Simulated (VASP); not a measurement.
## MgS: single point with revPBE

MgS:

```xyz
2
Lattice="0.0000 2.6183 2.6183 2.6183 0.0000 2.6183 2.6183 2.6183 0.0000" Properties=species:S:1:pos:R:3 pbc="T T T"
Mg    0.0000    0.0000    0.0000
S     2.6183    2.6183    2.6183
```

```
Program                : VASP 6.6.1
Task                   : single point
Functional             : revPBE
Potentials or basis    : VASP PAW PBE potentials, release 64 (Mg, S)
Cutoff                 : 600 eV
k mesh                 : 8 × 8 × 8
Occupations            : gaussian, width 0.05 eV
Spin                   : no spin polarisation
Dipole correction      : no
Further INCAR settings : ALGO = Normal; EDIFF = 1e-06; NBANDS = 11
```

The pressure is 1.0 GPa and the band gap on the k mesh is 2.85 eV (least direct gap 3.69 eV).

Levels at points of the mesh, in eV from the valence-band top:
| k point | band 2 | band 3 | band 4 | band 5 | band 6 | band 7 |
| --- | --- | --- | --- | --- | --- | --- |
| (0.00, 0.00, 0.00) | 0.00 | 0.00 | 0.00 | 3.69 | 8.00 | 8.00 |
| (0.50, 0.00, 0.00) | -4.69 | -0.57 | -0.57 | 4.59 | 6.94 | 6.94 |
| (0.50, 0.50, 0.00) | -4.07 | -1.63 | -1.63 | 2.85 | 4.50 | 11.91 |

Run time: 17 s on 1 thread of AMD EPYC 7R43 64-Core Processor (Zen 3), on a shared host, peak memory 0.13 GiB.

Caveat: the PAW data sets were made with another functional, which shifts forces and pressure a little. A k mesh can miss the band edges.
